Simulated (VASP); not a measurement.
# Si (Fd-3m) in VASP: further runs

Si is run at these levels: PBEsol; tasks: single point.

Everything below comes from runs of VASP 6.6.1. Logs are shortened: lines on timing, memory, paths and dates and some standing lists are left out, and cuts for length are marked.

### 1 The cell of the first run

It takes space group Fd-3m (No. 227, cubic). The conventional cell has a = 5.335 Å, b = 5.335 Å, c = 5.335 Å, α = 90.00°, β = 90.00°, γ = 90.00°. Within 3.1 Å of Si (site symmetry -43m) lie 4 Si at 2.31 Å.

### 2 Single point, PBEsol

INCAR

```
SYSTEM = Si
PREC     = Accurate       ! precision mode
ENCUT    = 520            ! plane-wave cutoff, eV
EDIFF    = 1E-6           ! SCF threshold, eV
ISMEAR   = 0              ! smearing method
SIGMA    = 0.01           ! smearing width, eV
LREAL    = .FALSE.        ! projectors in reciprocal space
LASPH    = .TRUE.         ! aspherical terms in the spheres
NELM     = 60             ! most SCF steps
ALGO     = Normal         ! electronic algorithm
ISIF     = 2              ! what is computed and relaxed
LWAVE    = .FALSE.        ! write WAVECAR
LCHARG   = .FALSE.        ! write CHGCAR
GGA      = PS             ! functional
NBANDS   = 11             ! bands
```

KPOINTS

```
regular mesh
0
G
  6 6 6
  0 0 0
```

POSCAR

```
Si
1.0
    0.0000000000      2.6675585708      2.6675585708
    2.6675585708      0.0000000000      2.6675585708
    2.6675585708      2.6675585708      0.0000000000
Si
2
Direct
    0.7500000000      0.7500000000      0.7500000000
    0.5000000000      0.5000000000      0.5000000000
```

Potentials or basis: VASP PAW PBE potentials, release 64 (Si).

On the command line:

```console
$ cat potpaw_PBE.64/Si/POTCAR > POTCAR
$ mpirun -np 1 vasp_std > vasp.out
```

OUTCAR:

```text
SYSTEM = Si
   PREC = Accurate
   ENCUT = 520
   EDIFF = 1E-6
   ISMEAR = 0
   LREAL = .FALSE.
   LASPH = .TRUE.
   NELM = 60
   ISIF = 2
   GGA = PS

 ion  position               nearest neighbor table
   1  0.750  0.750  0.750-   2 2.31   2 2.31   2 2.31   2 2.31
   2  0.500  0.500  0.500-   1 2.31   1 2.31   1 2.31   1 2.31

  LATTYP: Found a face centered cubic cell.
 ALAT       =     5.3351171416

  Lattice vectors:

 A1 = (   0.0000000000,   2.6675585708,   2.6675585708)
 A2 = (   2.6675585708,   0.0000000000,   2.6675585708)
 A3 = (   2.6675585708,   2.6675585708,   0.0000000000)

Analysis of symmetry for initial positions (statically):
=====================================================================
 Subroutine PRICEL returns:
 Original cell was already a primitive cell.

 Routine SETGRP: Setting up the symmetry group for a
 face centered cubic supercell.

 Subroutine GETGRP returns: Found 48 space group operations
 (whereof 24 operations were pure point group operations)
 out of a pool of 48 trial point group operations.

The static configuration has the point symmetry T_d .
 The point group associated with its full space group is O_h .

Analysis of symmetry for dynamics (positions and initial velocities):
=====================================================================
 Subroutine PRICEL returns:
 Original cell was already a primitive cell.

 Routine SETGRP: Setting up the symmetry group for a
 face centered cubic supercell.

 Subroutine GETGRP returns: Found 48 space group operations
 (whereof 24 operations were pure point group operations)
 out of a pool of 48 trial point group operations.

The dynamic configuration has the point symmetry T_d .
 The point group associated with its full space group is O_h .

 Subroutine INISYM returns: Found 48 space group operations
 (whereof 24 operations are pure point group operations),
 and found     1 'primitive' translations

----------------------------------------------------------------------------------------

                                     Primitive cell

  volume of cell :      37.9640

  direct lattice vectors                    reciprocal lattice vectors
     0.000000000  2.667558571  2.667558571    -0.187437309  0.187437309  0.187437309
     2.667558571  0.000000000  2.667558571     0.187437309 -0.187437309  0.187437309
     2.667558571  2.667558571  0.000000000     0.187437309  0.187437309 -0.187437309

  length of vectors
     3.772497509  3.772497509  3.772497509     0.324650942  0.324650942  0.324650942

  position of ions in fractional coordinates (direct lattice)
     0.750000000  0.750000000  0.750000000
     0.500000000  0.500000000  0.500000000
[... 78 lines left out ...]
   PSTRESS=    0.0 pullay stress
   NELECT =       8.0000    total number of electrons
   NUPDOWN=      -1.0000    fix difference up-down
   EMIN   =  10.00;   EMAX   =-10.00  energy-range for DOS
   EFERMI =   0.00;   METHOD = LEGACY
   ISMEAR =     0;   SIGMA  =   0.01  broadening in eV -4-tet -1-fermi 0-gaus
   EFERMI_NEDOS =   21; number of points for ismear=-14 and -15
   IALGO  =     38    algorithm
   IMIX   =      4    mixing-type and parameters
     AMIX     =   0.40;   BMIX     =  1.00
     AMIX_MAG =   1.60;   BMIX_MAG =  1.00
  volume/ion in A,a.u.               =      18.98       128.10
  Fermi-wavevector in a.u.,A,eV,Ry     =   0.974199  1.840969 12.912787  0.949063
  Thomas-Fermi vector in A             =   2.104639
   LORBIT       =      0    0 simple, 1 ext, 2 COOP (PROOUT), +10 PAW based schemes
   GGA     = PS    functional components
   LHFCALC =     F    Hartree Fock is set to
   AEXX    =    0.0000 exact exchange contribution
   IVDW    =     0    specifies the selected vdW correction
   LEPSILON=     F    determine dielectric tensor
   LRPA    =     F    only Hartree local field effects (RPA)
 non-spin polarized calculation
 Gauss-broadening in eV      SIGMA  =   0.01
  energy-cutoff  :      520.00
  volume of cell :       37.96
 maximum number of plane-waves:      1034
   NGX = 13   NGY = 13   NGZ = 13

 number of electron       8.0000000 magnetization

 Free energy of the ion-electron system (eV)
  ---------------------------------------------------
  ext. energy  EPLUGINS =         0.00000000
  ---------------------------------------------------
  free energy    TOTEN  =       -11.42778440 eV

  energy without entropy =      -11.42778440  energy(sigma->0) =      -11.42778440

 E-fermi :   6.4680     XC(G=0):  -9.7554

 val. band max:        6.3520990329   @ k =   0.0000   0.0000   0.0000
 cond. band min:       6.8255505031   @ k =   0.5000   0.5000   0.0000
 fundamental gap:      0.4734514702
 Fermi energy:         6.4679932285

 k-point     1 :       0.0000    0.0000    0.0000
  band No.  band energies     occupation
      1      -6.0172      2.00000
      2       6.3521      2.00000
      3       6.3521      2.00000
      4       6.3521      2.00000
      5       8.8845      0.00000
      6       8.8845      0.00000
      7       8.8845      0.00000
      8      10.2949      0.00000
      9      14.0625      0.00000
     10      14.0625      0.00000
     11      14.2798      0.00000
[... 197 lines left out ...]
 k-point    16 :      -0.3333    0.5000    0.1667
  band No.  band energies     occupation
      1      -1.5149      2.00000
      2      -1.5149      2.00000
      3       2.4389      2.00000
      4       2.4389      2.00000
      5       8.9938      0.00000
      6       8.9938      0.00000
      7      13.2444      0.00000
      8      13.2444      0.00000
      9      17.2050      0.00000
     10      17.2050      0.00000
     11      19.6903      0.00000

------------------------ aborting loop because EDIFF is reached ----------------------------------------

  FORCE on cell =-STRESS in cart. coord.  units (eV):
  Direction    XX          YY          ZZ          XY          YZ          ZX
  --------------------------------------------------------------------------------------
  -------------------------------------------------------------------------------------
  Total        1.4288161      1.4288161      1.4288161      0.0000000     -0.0000000     -0.0000000
  in kB       60.2996837     60.2996837     60.2996837      0.0000000     -0.0000000     -0.0000000
  external PRESSURE =      60.2996837 kB  Pullay stress =       0.0000000 kB

 VOLUME and BASIS-vectors are now :
 -----------------------------------------------------------------------------
  energy-cutoff  :      520.00
  volume of cell :       37.96
      direct lattice vectors                 reciprocal lattice vectors
     0.000000000  2.667558571  2.667558571    -0.187437309  0.187437309  0.187437309
     2.667558571  0.000000000  2.667558571     0.187437309 -0.187437309  0.187437309
     2.667558571  2.667558571  0.000000000     0.187437309  0.187437309 -0.187437309

 POSITION                                       TOTAL-FORCE (eV/Angst)
 -----------------------------------------------------------------------------------
      4.00134      4.00134      4.00134        -0.000000     -0.000000     -0.000000
      2.66756      2.66756      2.66756         0.000000      0.000000      0.000000
 -----------------------------------------------------------------------------------
    total drift:                               -0.000000      0.000000     -0.000000

  FREE ENERGIE OF THE ION-ELECTRON SYSTEM (eV)
  ---------------------------------------------------
  free  energy   TOTEN  =       -11.4277844007 eV

  energy  without entropy=      -11.4277844007  energy(sigma->0) =      -11.42778440
```

OSZICAR:

```text
N       E                     dE             d eps       ncg     rms          rms(c)
DAV:   1     0.934154974351E+01    0.93415E+01   -0.32858E+03   352   0.579E+02
DAV:   2    -0.111040572082E+02   -0.20446E+02   -0.19287E+02   456   0.927E+01
DAV:   3    -0.116875432713E+02   -0.58349E+00   -0.58208E+00   449   0.135E+01
DAV:   4    -0.116913401659E+02   -0.37969E-02   -0.37966E-02   403   0.136E+00
DAV:   5    -0.116913775804E+02   -0.37414E-04   -0.37414E-04   461   0.130E-01    0.534E+00
DAV:   6    -0.115078835227E+02    0.18349E+00   -0.10410E-01   388   0.130E+00    0.321E+00
DAV:   7    -0.114271157907E+02    0.80768E-01   -0.17913E-01   394   0.180E+00    0.236E-01
DAV:   8    -0.114277119436E+02   -0.59615E-03   -0.68606E-03   406   0.466E-01    0.883E-02
DAV:   9    -0.114277735603E+02   -0.61617E-04   -0.98582E-05   439   0.662E-02    0.599E-02
DAV:  10    -0.114277846871E+02   -0.11127E-04   -0.12130E-05   419   0.189E-02    0.838E-03
DAV:  11    -0.114277844007E+02    0.28633E-06   -0.75424E-07   405   0.433E-03
   1 F= -.11427784E+02 E0= -.11427784E+02  d E =-.364730E-62
```

Wall time 17 s (1 thread of AMD EPYC 7R13, shared host); peak memory 0.11 GiB.

Results:

- Free energy: -11.4278 eV
- Pressure: 6.0 GPa
- Band gap on the k mesh: 0.47 eV, indirect (least direct gap 2.53 eV)

Caveat: the PAW data sets were made with another functional, which shifts forces and pressure a little. A k mesh can miss the band edges.

### 3 Single point, PBEsol

This run uses another cell than the first one, of 19.58 Å³/atom, 1.032 times its volume.

INCAR

```
SYSTEM = Si
ALGO = Normal
EDIFF = 1E-6
ENCUT = 520
GGA = PS
ISIF = 2
ISMEAR = 0
LASPH = .True.
LCHARG = .False.
LREAL = .False.
LWAVE = .False.
NBANDS = 11
NELM = 100
PREC = Accurate
SIGMA = 0.01
```

KPOINTS

```
k-points
0
Gamma
  6 6 6
  0 0 0
```

POSCAR

```
Si
1.0
    0.0000000000      2.6953476392      2.6953476392
    2.6953476392      0.0000000000      2.6953476392
    2.6953476392      2.6953476392      0.0000000000
Si
2
Direct
    0.7500000000      0.7500000000      0.7500000000
    0.5000000000      0.5000000000      0.5000000000
```

Potentials or basis: VASP PAW PBE potentials, release 64 (Si).

On the command line:

```console
$ cat potpaw_PBE.64/Si/POTCAR > POTCAR
$ mpirun -np 1 vasp_std > vasp.out
```

It took 18 s on 1 thread of AMD EPYC 7R13, shared host; peak memory 0.11 GiB.

The run converged. Its results:

| Property | Result |
| --- | --- |
| Free energy | -11.4596 eV |
| Pressure | 2.6 GPa |
| Band gap on the k mesh | 0.54 eV, indirect (least direct gap 2.52 eV) |

Levels at points of the mesh, in eV from the valence-band top:
```tsv
k point	band 1	band 2	band 3	band 4	band 5	band 6	band 7	band 8
(0.00, 0.00, 0.00)	-12.15	0.00	0.00	0.00	2.52	2.52	2.52	3.58
(0.50, 0.00, 0.00)	-9.74	-7.12	-1.22	-1.22	1.54	3.26	3.26	7.54
(0.50, 0.50, 0.00)	-7.90	-7.90	-2.94	-2.94	0.54	0.54	10.25	10.25
```

Caveat: the PAW data sets were made with another functional, which shifts forces and pressure a little. A k mesh can miss the band edges.
